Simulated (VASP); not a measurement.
# Si2W (MoSi2 type) (I4/mmm) in VASP: further runs, part 2 of 2

VASP 6.6.1.

## (5) Single point, LDA

This run uses another cell than the first one, of 13.14 Å³/atom, 1.136 times its volume.

Contents of INCAR:

```
PREC = Accurate ; ENCUT = 520
EDIFF = 1E-7 ; ISMEAR = -1
SIGMA = 0.08 ; LREAL = False
LASPH = True ; NELM = 60
ALGO = Normal ; ISIF = 2
LWAVE = False ; LCHARG = False
NBANDS = 18
```

Contents of KPOINTS:

```
regular mesh
0
Gamma
  14 14 14
```

Contents of POSCAR:

```
Si2W
1.0
   -1.5925534336      1.5925534336      3.8858862391
    1.5925534336     -1.5925534336      3.8858862391
    1.5925534336      1.5925534336     -3.8858862391
W Si
1 2
Direct
    0.0000000000      0.0000000000      0.0000000000
    0.3346524719      0.3346524719      0.0000000000
   -0.3346524719     -0.3346524719      0.0000000000
```

Potentials or basis: VASP PAW LDA potentials, release 64 (W_sv, Si).

Run with:

```
cat potpaw_LDA.64/W_sv/POTCAR potpaw_LDA.64/Si/POTCAR > POTCAR
mpirun -np 1 vasp_std > vasp.out
```

OUTCAR:

```text
PREC = Accurate
   ENCUT = 520
   EDIFF = 1E-7
   ISMEAR = -1
   LREAL = False
   LASPH = True
   NELM = 60
   ISIF = 2

 ion  position               nearest neighbor table
   1  0.000  0.000  0.000-   3 2.59   3 2.59   3 2.59   2 2.59   3 2.59   2 2.59   2 2.59   2 2.59
                             2 2.60   3 2.60
   2  0.335  0.335  0.000-   3 2.57   1 2.59   1 2.59   1 2.59   1 2.59   1 2.60   3 2.61   3 2.61
                             3 2.61   3 2.61
   3  0.665  0.665  0.000-   2 2.57   1 2.59   1 2.59   1 2.59   1 2.59   1 2.60   2 2.61   2 2.61
                             2 2.61   2 2.61

  LATTYP: Found a body centered tetragonal cell.
[... 702 lines left out ...]
  --------------------------------------------------------------------------------------
  -------------------------------------------------------------------------------------
  Total        0.2084252      0.2084252      0.2222772      0.0000000     -0.0000000      0.0000000
  in kB        8.4707655      8.4707655      9.0337350      0.0000000     -0.0000000      0.0000000
  external PRESSURE =       8.6584220 kB  Pullay stress =       0.0000000 kB

 VOLUME and BASIS-vectors are now :
 -----------------------------------------------------------------------------
  energy-cutoff  :      520.00
  volume of cell :       39.42
      direct lattice vectors                 reciprocal lattice vectors
    -1.592553434  1.592553434  3.885886239     0.000000000  0.313961208  0.128670777
     1.592553434 -1.592553434  3.885886239     0.313961208  0.000000000  0.128670777
     1.592553434  1.592553434 -3.885886239     0.313961208  0.313961208  0.000000000

 POSITION                                       TOTAL-FORCE (eV/Angst)
 -----------------------------------------------------------------------------------
      0.00000      0.00000      0.00000        -0.000000     -0.000000      0.000000
      0.00000      0.00000      2.60084        -0.000000     -0.000000     -0.011118
      0.00000      0.00000      5.17093         0.000000      0.000000      0.011118
 -----------------------------------------------------------------------------------
    total drift:                               -0.000000      0.000000      0.000000

  FREE ENERGIE OF THE ION-ELECTRON SYSTEM (eV)
  ---------------------------------------------------
  free  energy   TOTEN  =       -27.3583513006 eV

  energy  without entropy=      -27.3525709445  energy(sigma->0) =      -27.35546112
```

It took 1.8 min on 1 thread of Intel Xeon 6975P-C (Granite Rapids), shared host; peak memory 0.28 GiB.

What came out:

* Free energy: -27.3584 eV
* Pressure: 0.9 GPa
* Largest force: 0.011 eV/Å
* Band gap on the k mesh: zero (band 11 reaches 12.99 eV, above the bottom of band 12 at 11.68 eV)

Forces on the atoms (eV/Å):
```
W    0.000  0.000  0.000
Si   0.000  0.000 -0.011
Si   0.000  0.000  0.011
```

Levels at points of the mesh, in eV from the Fermi level:
| k point | band 7 | band 8 | band 9 | band 10 | band 11 | band 12 | band 13 | band 14 | band 15 | band 16 |
| --- | --- | --- | --- | --- | --- | --- | --- | --- | --- | --- |
| (0.00, 0.00, 0.00) | -3.68 | -3.47 | -2.89 | -2.89 | 0.63 | 2.91 | 2.93 | 3.19 | 3.19 | 4.73 |
| (0.50, 0.00, 0.00) | -5.82 | -4.85 | -2.86 | -2.86 | -0.47 | 2.76 | 2.85 | 4.01 | 4.58 | 5.21 |
| (0.50, 0.50, 0.00) | -6.02 | -5.46 | -5.07 | -3.35 | -1.66 | 2.90 | 3.02 | 3.21 | 3.98 | 4.43 |
| (0.50, 0.50, 0.50) | -3.99 | -2.64 | -0.79 | -0.79 | -0.53 | -0.53 | 0.81 | 4.57 | 5.08 | 6.23 |

Caveat: spin-orbit coupling is left out, which moves the levels of the heavy elements.

## (6) Relaxation of shape and atoms at fixed volume, LDA

This run uses another cell than the first one, of 8.15 Å³/atom, 0.705 times its volume.

Contents of INCAR:

```
SYSTEM = Si2W
PREC = Accurate ; ENCUT = 600
EDIFF = 1E-6 ; ISMEAR = -1
SIGMA = 0.08 ; LREAL = .FALSE.
LASPH = .TRUE. ; NELM = 60
ALGO = Normal ; ISIF = 4
LWAVE = .FALSE. ; LCHARG = .FALSE.
GGA = CA ; IBRION = 2
NSW = 50 ; EDIFFG = -0.005
```

Contents of KPOINTS:

```
regular mesh
0
G
  14 14 14
  0 0 0
```

Contents of POSCAR:

```
Si2W
1.0
   -1.3579733360      1.3579733360      3.3135025727
    1.3579733360     -1.3579733360      3.3135025727
    1.3579733360      1.3579733360     -3.3135025727
W Si
1 2
Direct
    0.0000000000      0.0000000000      0.0000000000
    0.3346524719      0.3346524719      0.0000000000
   -0.3346524719     -0.3346524719      0.0000000000
```

Potentials or basis: VASP PAW LDA potentials, release 64 (W_sv, Si).

Run with:

```
cat potpaw_LDA.64/W_sv/POTCAR potpaw_LDA.64/Si/POTCAR > POTCAR
mpirun -np 1 vasp_std > vasp.out
```

Wall time 3.5 min (1 thread of Intel Xeon 6975P-C (Granite Rapids), shared host); peak memory 0.27 GiB.

The run converged. Its results:

```yaml
Free_energy: -17.5787 eV
Energy_gained_by_relaxing: 63.2 meV/atom
Ionic_steps: 8
Pressure_after_relaxing: 311.8 GPa
Band_gap_on_the_k_mesh: zero (band 11 reaches 22.71 eV, above the bottom of band 12 at 19.90 eV)
```

Forces on the atoms (eV/Å):
```
W    0.000  0.000  0.000
Si   0.000  0.000 -0.002
Si   0.000  0.000  0.002
```

Stress tensor (GPa, compression positive):
```
311.80   0.00   0.00
  0.00 311.80   0.00
  0.00   0.00 311.93
```

Step by step:
```csv
step,energy change (eV),largest force (eV/Å),pressure (GPa),volume (Å³)
1,0.0000,2.1116,318.27,24.44
2,0.1302,2.8374,305.88,24.44
3,-0.1864,0.4270,311.82,24.44
4,-0.1868,0.3504,312.03,24.44
5,-0.1868,0.3132,312.12,24.44
6,-0.1764,0.6981,311.37,24.44
7,-0.1895,0.0094,311.82,24.44
8,-0.1895,0.0025,311.84,24.44
```

Final structure:
```
CELL_PARAMETERS angstrom
-1.33662 1.33662 3.42020
1.33662 -1.33662 3.42020
1.33662 1.33662 -3.42020
ATOMIC_POSITIONS crystal
W 0.00000 0.00000 0.00000
Si 0.32857 0.32857 0.00000
Si 0.67143 0.67143 0.00000
```

Levels at points of the mesh, in eV from the Fermi level:
```csv
k point,band 8,band 9,band 10,band 11,band 12,band 13,band 14,band 15
"(0.00, 0.00, 0.00)",-4.24,-4.24,-3.28,0.35,1.70,6.07,6.07,6.97
"(0.50, 0.00, 0.00)",-5.52,-5.36,-4.04,-1.25,4.05,4.18,5.68,7.27
"(0.50, 0.50, 0.00)",-7.28,-6.35,-5.08,-0.20,4.52,4.67,5.99,6.53
"(0.50, 0.50, 0.50)",-5.09,-1.06,-1.06,-0.07,-0.07,2.12,5.58,5.85
```

Caveat: spin-orbit coupling is left out, which moves the levels of the heavy elements.

## (7) Summary

```tsv
task	cell	cutoff (eV)	gap on the mesh (eV)	pressure (GPa)	largest force (eV/Å)
single point	a = 4.322 Å, angles 138.8, 138.8, 59.7°, 3 atoms	520	none	41.4	0.02
single point	a = 4.408 Å, angles 138.6, 138.6, 60.0°, 3 atoms	520	none	17.9	0.02
single point	a = 4.491 Å, angles 138.5, 138.5, 60.2°, 3 atoms	520	none	0.9	0.01
relaxation of shape and atoms at fixed volume	relaxed from a = 3.830 Å, angles 138.5, 138.5, 60.2°, 3 atoms	600	none	311.8	-
```

Alike in all rows: level LDA; potentials or basis VASP PAW LDA potentials, release 64 (W_sv, Si); no spin polarisation; k mesh 14 × 14 × 14; smearing fermi-dirac 0.08 eV.

Caveats: spin-orbit coupling is left out, which moves the levels of the heavy elements.

Absolute energies hang on the potentials; compare differences alone.
